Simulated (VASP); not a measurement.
# Si3BTe2 (P-4m2) in VASP: further runs

Si3BTe2 is run at these levels: PBE; tasks: single point.

Everything below comes from runs of VASP 6.6.1. Logs are shortened: lines on timing, memory, paths and dates and some standing lists are left out, and cuts for length are marked.

## (1) The cell of the first run

Symmetry: P-4m2, No. 115, tetragonal system. Conventional cell: a = 3.988 Å, b = 3.988 Å, c = 6.634 Å, α = 90.00°, β = 90.00°, γ = 90.00°. Si (site symmetry -4m2) has 4 Te at 2.67 Å and 4 B at 2.82 Å and 4 Si at 2.93 Å within 3.5 Å. Si (site symmetry 2mm) has 5 Te at 2.71 to 2.85 Å and 6 Si at 2.93 to 3.66 Å and 2 B at 2.93 Å within 3.7 Å. Within 3.5 Å of B (site symmetry -4m2) lie 4 Te at 2.67 Å and 8 Si at 2.82 to 2.93 Å. Within 3.5 Å of Te (site symmetry 2mm) lie 7 Si at 2.67 to 2.85 Å and 2 B at 2.67 Å.

The cell was generated, and may not be a known phase.

## (2) Single point, PBE

INCAR

```
ALGO     = Normal         # electronic algorithm
EDIFF    = 1E-6           # SCF threshold, eV
ENCUT    = 520            # plane-wave cutoff, eV
GGA      = PE             # functional
ISIF     = 2              # what is computed and relaxed
ISMEAR   = 0              # smearing method
LASPH    = T              # aspherical terms in the spheres
LCHARG   = F              # write CHGCAR
LREAL    = F              # projectors in reciprocal space
LWAVE    = F              # write WAVECAR
NBANDS   = 22             # bands
NELM     = 60             # most SCF steps
PREC     = Accurate       # precision mode
SIGMA    = 0.1            # smearing width, eV
```

KPOINTS

```
k-points
0
Gamma
  4 4 4
```

POSCAR

```
Si3BTe2
1.0
    3.9878746300      0.0000000000      0.0000000000
    0.0000000000      3.9878746300      0.0000000000
    0.0000000000      0.0000000000      6.6335742000
Si B Te
3 1 2
Direct
    0.0000000000      0.0000000000      0.0000000000
    0.5000000000      0.0000000000      0.6756250300
    0.0000000000      0.5000000000      0.3243749700
    0.5000000000      0.5000000000      0.0000000000
    0.5000000000      0.0000000000      0.2671410100
    0.0000000000      0.5000000000      0.7328589900
```

Potentials or basis: VASP PAW PBE potentials, release 64 (Si, B, Te).

Run with:

```bash
$ cat potpaw_PBE.64/Si/POTCAR potpaw_PBE.64/B/POTCAR potpaw_PBE.64/Te/POTCAR > POTCAR
$ mpirun -np 1 vasp_std > vasp.out
```

OUTCAR:

```text
EDIFF = 1E-6
   ENCUT = 520
   GGA = PE
   ISIF = 2
   ISMEAR = 0
   LASPH = T
   LREAL = F
   NELM = 60
   PREC = Accurate

 ion  position               nearest neighbor table
   1  0.000  0.000  0.000-   5 2.67   6 2.67   6 2.67   5 2.67   3 2.93   2 2.93   2 2.93   3 2.93

   2  0.500  0.000  0.676-   5 2.71   6 2.85   6 2.85   6 2.85   6 2.85   1 2.93   1 2.93
   3  0.000  0.500  0.324-   6 2.71   5 2.85   5 2.85   5 2.85   5 2.85   1 2.93   1 2.93
   4  0.500  0.500  0.000-   5 2.67   6 2.67   5 2.67   6 2.67
   5  0.500  0.000  0.267-   1 2.67   4 2.67   4 2.67   1 2.67   2 2.71   3 2.85   3 2.85   3 2.85
                             3 2.85
   6  0.000  0.500  0.733-   1 2.67   4 2.67   1 2.67   4 2.67   3 2.71   2 2.85   2 2.85   2 2.85
                             2 2.85

  LATTYP: Found a simple tetragonal cell.
 ALAT       =     3.9878746300
 C/A-ratio  =     1.6634359942

  Lattice vectors:

 A1 = (   3.9878746300,   0.0000000000,   0.0000000000)
 A2 = (   0.0000000000,   3.9878746300,   0.0000000000)
 A3 = (   0.0000000000,   0.0000000000,   6.6335742000)

Analysis of symmetry for initial positions (statically):
=====================================================================
 Subroutine PRICEL returns:
 Original cell was already a primitive cell.

 Routine SETGRP: Setting up the symmetry group for a
 simple tetragonal supercell.

 Subroutine GETGRP returns: Found  8 space group operations
 (whereof  8 operations were pure point group operations)
 out of a pool of 16 trial point group operations.

The static configuration has the point symmetry D_2d.

Analysis of symmetry for dynamics (positions and initial velocities):
=====================================================================
 Subroutine PRICEL returns:
 Original cell was already a primitive cell.

 Routine SETGRP: Setting up the symmetry group for a
 simple tetragonal supercell.

 Subroutine GETGRP returns: Found  8 space group operations
 (whereof  8 operations were pure point group operations)
 out of a pool of 16 trial point group operations.

The dynamic configuration has the point symmetry D_2d.

 Subroutine INISYM returns: Found  8 space group operations
 (whereof  8 operations are pure point group operations),
 and found     1 'primitive' translations

----------------------------------------------------------------------------------------

                                     Primitive cell

  volume of cell :     105.4947

  direct lattice vectors                    reciprocal lattice vectors
     3.987874630  0.000000000  0.000000000     0.250760140  0.000000000  0.000000000
     0.000000000  3.987874630  0.000000000     0.000000000  0.250760140  0.000000000
     0.000000000  0.000000000  6.633574200     0.000000000  0.000000000  0.150748295

  length of vectors
     3.987874630  3.987874630  6.633574200     0.250760140  0.250760140  0.150748295

  position of ions in fractional coordinates (direct lattice)
     0.000000000  0.000000000  0.000000000
     0.500000000  0.000000000  0.675625030
     0.000000000  0.500000000  0.324374970
     0.500000000  0.500000000  0.000000000
     0.500000000  0.000000000  0.267141010
     0.000000000  0.500000000  0.732858990

  ion indices of the primitive-cell ions
   primitive index   ion index
                 1           1
                 2           2
                 3           3
                 4           4
                 5           5
                 6           6

----------------------------------------------------------------------------------------

 KPOINTS: k-points

Automatic generation of k-mesh.
 Grid dimensions read from file:
 generate k-points for:    4    4    4

 Generating k-lattice:

  Cartesian coordinates                     Fractional coordinates (reciprocal lattice)
     0.062690035  0.000000000  0.000000000     0.250000000  0.000000000  0.000000000
     0.000000000  0.062690035  0.000000000     0.000000000  0.250000000  0.000000000
     0.000000000  0.000000000  0.037687074     0.000000000  0.000000000  0.250000000

  Length of vectors
     0.062690035  0.062690035  0.037687074

  Shift w.r.t. Gamma in fractional coordinates (k-lattice)
     0.000000000  0.000000000  0.000000000

 Subroutine IBZKPT returns following result:
 ===========================================

 Found     18 irreducible k-points:

 Following reciprocal coordinates:
            Coordinates               Weight
  0.000000  0.000000  0.000000      1.000000
  0.250000  0.000000  0.000000      4.000000
  0.500000  0.000000  0.000000      2.000000
  0.250000  0.250000  0.000000      4.000000
  0.500000  0.250000  0.000000      4.000000
  0.500000  0.500000  0.000000      1.000000
[... 10 lines left out ...]
  0.500000  0.250000  0.500000      4.000000
  0.500000  0.500000  0.500000      1.000000
   k-points           NKPTS =     18   k-points in BZ     NKDIM =     18   number of bands    NBANDS=     22
   number of dos      NEDOS =    301   number of ions     NIONS =      6
   total plane-waves  NPLWV =  45000
   dimension x,y,z NGX =    30 NGY =   30 NGZ =   50
   dimension x,y,z NGXF=    60 NGYF=   60 NGZF=  100
   ions per type =               3   1   2
   NGX,Y,Z   is equivalent  to a cutoff of  12.51, 12.51, 12.53 a.u.
   NGXF,Y,Z  is equivalent  to a cutoff of  25.01, 25.01, 25.06 a.u.
 SYSTEM =  unknown system
   PREC   = accura    normal or accurate (medium, high low for compatibility)
   ISTART =      0    job   : 0-new  1-cont  2-samecut
   ICHARG =      2    charge: 1-file 2-atom 10-const
   ISPIN  =      1    spin polarized calculation?
   LNONCOLLINEAR =      F non collinear calculations
   LSORBIT =      F    spin-orbit coupling
   LASPH  =      T    aspherical Exc in radial PAW
   ENCUT  =  520.0 eV  38.22 Ry    6.18 a.u.   7.41  7.41 12.33*2*pi/ulx,y,z
   NELM   =     60;   NELMIN=  2; NELMDL= -5     # of ELM steps
   EDIFF  = 0.1E-05   stopping-criterion for ELM
   LREAL  =      F    real-space projection
   EDIFFG = 0.1E-04   stopping-criterion for IOM
   NSW    =      0    number of steps for IOM
   IBRION =     -1    ionic relax: 0-MD 1-quasi-New 2-CG
   NFREE  =      0    steps in history (QN), initial steepest desc. (CG)
   ISIF   =      2    stress and relaxation
   ISYM   =      2    0-nonsym 1-usesym 2-fastsym
   POTIM  = 0.5000    time-step for ionic-motion
   TEBEG  =    0.0;   TEEND  =   0.0 temperature during run
   PSTRESS=    0.0 pullay stress
   NELECT =      27.0000    total number of electrons
   NUPDOWN=      -1.0000    fix difference up-down
   EMIN   =  10.00;   EMAX   =-10.00  energy-range for DOS
   EFERMI =   0.00;   METHOD = LEGACY
   ISMEAR =     0;   SIGMA  =   0.10  broadening in eV -4-tet -1-fermi 0-gaus
   EFERMI_NEDOS =   21; number of points for ismear=-14 and -15
   IALGO  =     38    algorithm
   IMIX   =      4    mixing-type and parameters
     AMIX     =   0.40;   BMIX     =  1.00
     AMIX_MAG =   1.60;   BMIX_MAG =  1.00
  volume/ion in A,a.u.               =      17.58       118.65
  Fermi-wavevector in a.u.,A,eV,Ry     =   1.039408  1.964196 14.699301  1.080368
  Thomas-Fermi vector in A             =   2.173936
   LORBIT       =      0    0 simple, 1 ext, 2 COOP (PROOUT), +10 PAW based schemes
   GGA     = PE    functional components
   LHFCALC =     F    Hartree Fock is set to
   AEXX    =    0.0000 exact exchange contribution
   IVDW    =     0    specifies the selected vdW correction
   LEPSILON=     F    determine dielectric tensor
   LRPA    =     F    only Hartree local field effects (RPA)
 non-spin polarized calculation
 Gauss-broadening in eV      SIGMA  =   0.10
  energy-cutoff  :      520.00
  volume of cell :      105.49
 maximum number of plane-waves:      2881
 NGX is ok and might be reduce to    30
   NGX = 15   NGY = 15   NGZ = 25

 number of electron      27.0000002 magnetization

 Free energy of the ion-electron system (eV)
  ---------------------------------------------------
  ext. energy  EPLUGINS =         0.00000000
  ---------------------------------------------------
  free energy    TOTEN  =       -21.79248188 eV

  energy without entropy =      -21.76014581  energy(sigma->0) =      -21.77631384

 E-fermi :   9.4818     XC(G=0): -10.7885

 val. band max:        9.4770083827   @ k =   0.5000   0.0000   0.2500
 cond. band min:       9.4859967077   @ k =   0.5000   0.0000   0.0000
 fundamental gap:      0.0089883250
 Fermi energy:         9.4818396428

 k-point     1 :       0.0000    0.0000    0.0000
  band No.  band energies     occupation
      1      -5.8267      2.00000
      2      -3.9799      2.00000
      3      -0.5195      2.00000
      4       3.0966      2.00000
      5       3.8009      2.00000
      6       3.8009      2.00000
[... 14 lines left out ...]
     21      14.2829      0.00000
     22      14.5102      0.00000

 k-point     2 :       0.2500    0.0000    0.0000
  band No.  band energies     occupation
      1      -5.3292      2.00000
      2      -3.7017      2.00000
      3      -0.0527      2.00000
      4       0.5013      2.00000
      5       2.1557      2.00000
      6       3.5627      2.00000
[... 14 lines left out ...]
     21      13.2366      0.00000
     22      13.2408      0.00000

 k-point     3 :       0.5000    0.0000    0.0000
  band No.  band energies     occupation
      1      -4.2046      2.00000
      2      -3.9634      2.00000
      3      -0.4190      2.00000
      4       0.0017      2.00000
      5       1.3590      2.00000
      6       1.7637      2.00000
[... 14 lines left out ...]
     21      12.0267      0.00000
     22      12.7119      0.00000
[... 326 lines left out ...]
 k-point    17 :       0.5000    0.2500    0.5000
  band No.  band energies     occupation
      1      -3.6684      2.00000
      2      -3.5217      2.00000
      3      -0.8332      2.00000
      4      -0.3256      2.00000
      5       2.4180      2.00000
      6       3.0391      2.00000
[... 14 lines left out ...]
     21      14.5031      0.00000
     22      15.2874      0.00000

 k-point    18 :       0.5000    0.5000    0.5000
  band No.  band energies     occupation
      1      -3.0776      2.00000
      2      -3.0776      2.00000
      3      -0.0271      2.00000
      4       1.0979      2.00000
      5       1.0979      2.00000
      6       1.1446      2.00000
[... 14 lines left out ...]
     21      16.1110      0.00000
     22      16.5226      0.00000

------------------------ aborting loop because EDIFF is reached ----------------------------------------

  FORCE on cell =-STRESS in cart. coord.  units (eV):
  Direction    XX          YY          ZZ          XY          YZ          ZX
  --------------------------------------------------------------------------------------
  -------------------------------------------------------------------------------------
  Total        4.9514385      4.9514385     12.2524975      0.0000000     -0.0000000      0.0000000
  in kB       75.1988823     75.1988823    186.0821088      0.0000000     -0.0000000      0.0000000
  external PRESSURE =     112.1599578 kB  Pullay stress =       0.0000000 kB

 VOLUME and BASIS-vectors are now :
 -----------------------------------------------------------------------------
  energy-cutoff  :      520.00
  volume of cell :      105.49
      direct lattice vectors                 reciprocal lattice vectors
     3.987874630  0.000000000  0.000000000     0.250760140  0.000000000  0.000000000
     0.000000000  3.987874630  0.000000000     0.000000000  0.250760140  0.000000000
     0.000000000  0.000000000  6.633574200     0.000000000  0.000000000  0.150748295

 POSITION                                       TOTAL-FORCE (eV/Angst)
 -----------------------------------------------------------------------------------
      0.00000      0.00000      0.00000        -0.000000     -0.000000      0.000000
      1.99394      0.00000      4.48181        -0.000000      0.000000      0.879130
      0.00000      1.99394      2.15177        -0.000000      0.000000     -0.879130
      1.99394      1.99394      0.00000        -0.000000     -0.000000      0.000000
      1.99394      0.00000      1.77210         0.000000      0.000000      1.202422
      0.00000      1.99394      4.86147        -0.000000      0.000000     -1.202422
 -----------------------------------------------------------------------------------
    total drift:                               -0.000000      0.000000     -0.000000

  FREE ENERGIE OF THE ION-ELECTRON SYSTEM (eV)
  ---------------------------------------------------
  free  energy   TOTEN  =       -21.7924818759 eV

  energy  without entropy=      -21.7601458081  energy(sigma->0) =      -21.77631384
```

Run time: 51 s. Hardware: 1 thread of AMD EPYC 7R13, shared host; peak memory 0.19 GiB.

What came out:

```yaml
Free_energy: -21.7925 eV
Pressure: 11.2 GPa
Largest_force: 1.202 eV/Å
Band_gap_on_the_k_mesh: zero (an odd number of electrons rules out a gap without spin polarisation)
```

Forces on the atoms (eV/Å):
```
Si   0.000  0.000  0.000
Si   0.000  0.000  0.879
Si   0.000  0.000 -0.879
B    0.000  0.000  0.000
Te   0.000  0.000  1.202
Te   0.000  0.000 -1.202
```

Caveat: the k points lie up to 0.39 Å⁻¹ apart, too coarse for converged energies and pressures of a metal; spin-orbit coupling is left out, which moves the levels of the heavy elements; forces of over 1 eV/Å act on the atoms, so gaps and moduli don't describe the material at rest.

## (3) Single point, PBE

This run uses another cell than the first one, of 19.19 Å³/atom.

Changes to INCAR since step 2:

```diff
@@ -7,7 +7,9 @@
 LASPH    = T              # aspherical terms in the spheres
-LCHARG   = F              # write CHGCAR
+LCHARG   = T              # write CHGCAR
+LELF     = T              # ELF
 LREAL    = F              # projectors in reciprocal space
+LVHAR    = T            
 LWAVE    = F              # write WAVECAR
 NBANDS   = 22             # bands
-NELM     = 60             # most SCF steps
+NELM     = 100            # most SCF steps
 PREC     = Accurate       # precision mode
```

KPOINTS is that of step 2.

POSCAR

```
Si3BTe2
1.0
    3.2136455988      0.0000000000      0.0000000000
    0.0000000000      3.2136455988      0.0000000000
    0.0000000000      0.0000000000     11.1487976765
Si B Te
3 1 2
Direct
    0.0000000000      0.0000000000      0.0000000000
    0.5000000000      0.0000000000      0.8418649196
    0.0000000000      0.5000000000      0.1581350804
    0.5000000000      0.5000000000      0.0000000000
    0.5000000000      0.0000000000      0.3454984985
    0.0000000000      0.5000000000      0.6545015015
```

Potentials or basis: VASP PAW PBE potentials, release 64 (Si, B, Te).

Run with:

```bash
$ cat potpaw_PBE.64/Si/POTCAR potpaw_PBE.64/B/POTCAR potpaw_PBE.64/Te/POTCAR > POTCAR
$ mpirun -np 1 vasp_std > vasp.out
```

It took 57 s on 1 thread of AMD EPYC 7R13, shared host; peak memory 0.2 GiB.

It converged, with:

| Item | Value |
| --- | --- |
| Free energy | -26.6385 eV |
| Pressure | -0.1 GPa |
| Largest force | 0.021 eV/Å |
| Band gap on the k mesh | zero (an odd number of electrons rules out a gap without spin polarisation) |

Forces on the atoms (eV/Å):
```
Si   0.000  0.000  0.000
Si   0.000  0.000  0.021
Si   0.000  0.000 -0.021
B    0.000  0.000  0.000
Te   0.000  0.000  0.006
Te   0.000  0.000 -0.006
```

Stress tensor (GPa, compression positive):
```
-0.15  0.00  0.00
 0.00 -0.15  0.00
 0.00  0.00  0.07
```

Levels at points of the mesh, in eV from the Fermi level:
| k point | band 10 | band 11 | band 12 | band 13 | band 14 | band 15 | band 16 | band 17 |
| --- | --- | --- | --- | --- | --- | --- | --- | --- |
| (0.00, 0.00, 0.00) | 0.37 | 0.94 | 0.94 | 1.18 | 1.18 | 2.11 | 2.41 | 2.65 |
| (0.50, 0.00, 0.00) | -3.10 | -0.24 | -0.16 | -0.09 | 0.97 | 2.35 | 2.97 | 3.02 |
| (0.50, 0.50, 0.00) | -4.22 | -3.49 | -3.49 | -2.73 | -2.45 | -0.84 | -0.84 | 1.16 |
| (0.00, 0.00, 0.50) | 0.79 | 0.79 | 0.79 | 0.90 | 1.42 | 1.42 | 2.16 | 2.46 |
| (0.50, 0.00, 0.50) | -2.32 | -1.16 | -1.05 | -0.24 | 0.97 | 2.86 | 3.02 | 3.04 |
| (0.50, 0.50, 0.50) | -3.91 | -3.46 | -3.46 | -3.02 | -2.70 | -1.00 | -1.00 | 1.52 |

Caveat: the k points lie up to 0.49 Å⁻¹ apart, too coarse for converged energies and pressures of a metal; spin-orbit coupling is left out, which moves the levels of the heavy elements; this functional lacks dispersion, which binds layers or chains, so the pressure and a relaxed spacing across them are unreliable.

The gap in the log of VASP goes by the Fermi energy; the results here count the filled bands.